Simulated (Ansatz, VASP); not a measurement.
## One calculation of Bi, two programs

The input INCAR:

```
PREC = Accurate ; ENCUT = 520
EDIFF = 1E-6 ; ISMEAR = 0
SIGMA = 0.1 ; LREAL = F
LASPH = T ; NELM = 60
ALGO = Normal ; ISIF = 2
LWAVE = F ; LCHARG = F
GGA = PE ; NBANDS = 22
```

File KPOINTS:

```
Automatic mesh
0
Gamma
  12 12 12
```

Contents of POSCAR:

```
Bi
1.0
    2.1012340492      1.2131480439      3.8964866208
   -2.1012340492      1.2131480439      3.8964866208
    0.0000000000     -2.4262960879      3.8964866208
Bi
2
Direct
    0.2275400000      0.2275400000      0.2275400000
    0.7724600000      0.7724600000      0.7724600000
```

Input for Ansatz:

```yaml
crystal:
  lattice:
    - [2.1012340492, 1.2131480439, 3.8964866208]
    - [-2.1012340492, 1.2131480439, 3.8964866208]
    - [0.0, -2.4262960879, 3.8964866208]
  atoms:
    - { symbol: Bi, position: [0.22754, 0.22754, 0.22754] }
    - { symbol: Bi, position: [0.77246, 0.77246, 0.77246] }
basis:
  ecutwfc: 420
kpoints:
  mp_grid: { grid: [12, 12, 12] }
hamiltonian:
  xc: pbe
scf:
  occupations: { method: gaussian, width: 0.1 }
output:
  forces: true
  stress: true
  eigenvalues: true
```

Alike in both runs: task single point; functional PBE; k mesh 12 × 12 × 12; occupations gaussian, width 0.1 eV; no spin polarisation.

```csv
,VASP,Ansatz
version,VASP 6.6.1,Ansatz 0.2.0
potentials or method,"VASP PAW PBE potentials, release 64 (Bi_d), cutoff 520 eV","scalar-relativistic, plane waves, PAW"
valence electrons in the cell,30,30
```

Ansatz gave:

* gap on the k mesh at the Fermi level (eV): none
* pressure (GPa): 18.6
* traceless stress, the component that is largest in VASP (GPa): -3.34
* rms of the force components (eV/Å): 1.423

Question: Estimate VASP's values.

Answer: gap on the k mesh at the Fermi level (eV): none; pressure (GPa): 18.6; traceless stress, the component that is largest in VASP (GPa): -3.34; rms of the force components (eV/Å): 1.432.

Atom by atom the forces differ by 0.009 eV/Å (rms over components). A gap of «none» marks a metal or a gap that the smearing closes. The functional is the same, so the differences come from potentials, cutoffs and numerics.

Spin-orbit coupling is off throughout.
